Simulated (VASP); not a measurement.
A run of VASP 6.6.1:

File INCAR:

```
SYSTEM = Ni
ALGO     = Normal         ! electronic algorithm
EDIFF    = 1E-7           ! SCF threshold, eV
ENCUT    = 520            ! plane-wave cutoff, eV
GGA      = PE             ! functional
ISIF     = 2              ! what is computed and relaxed
ISMEAR   = 0              ! smearing method
ISPIN    = 2              ! spin polarisation
LASPH    = .True.         ! aspherical terms in the spheres
LCHARG   = .True.         ! write CHGCAR
LELF     = .True.         ! ELF
LMAXMIX  = 4              ! l up to which the mixer works
LORBIT   = 11             ! projections on sites
LREAL    = .False.        ! projectors in reciprocal space
LVHAR    = .True.       
LWAVE    = .False.        ! write WAVECAR
MAGMOM   = 0.48           ! initial moments
NBANDS   = 15             ! bands
NELM     = 150            ! most SCF steps
NUPDOWN  = 0.48           ! fixed moment
PREC     = Accurate       ! precision mode
SIGMA    = 0.1            ! smearing width, eV
```

KPOINTS

```
k-points
0
Gamma
  14 14 14
  0 0 0
```

The input POSCAR:

```
Ni
1.0
    0.0000000000      1.7677500000      1.7677500000
    1.7677500000      0.0000000000      1.7677500000
    1.7677500000      1.7677500000      0.0000000000
Ni
1
Direct
    0.0000000000      0.0000000000      0.0000000000
```

Potentials or basis: VASP PAW PBE potentials, release 64 (Ni).

Command:

```sh
$ cat potpaw_PBE.64/Ni/POTCAR > POTCAR
$ mpirun -np 1 vasp_std > vasp.out
```

Hardware: 1 thread of Intel(R) Xeon(R) Platinum 8259CL CPU @ 2.50GHz (Skylake/Cascade Lake), on a shared host.

Problem. Estimate the wall time of this run.

Solution. Wall time 37 s on 1 thread of Intel(R) Xeon(R) Platinum 8259CL CPU @ 2.50GHz (Skylake/Cascade Lake) (shared host), peak memory 0.15 GiB. Counts: scf iterations 14, k points 104.
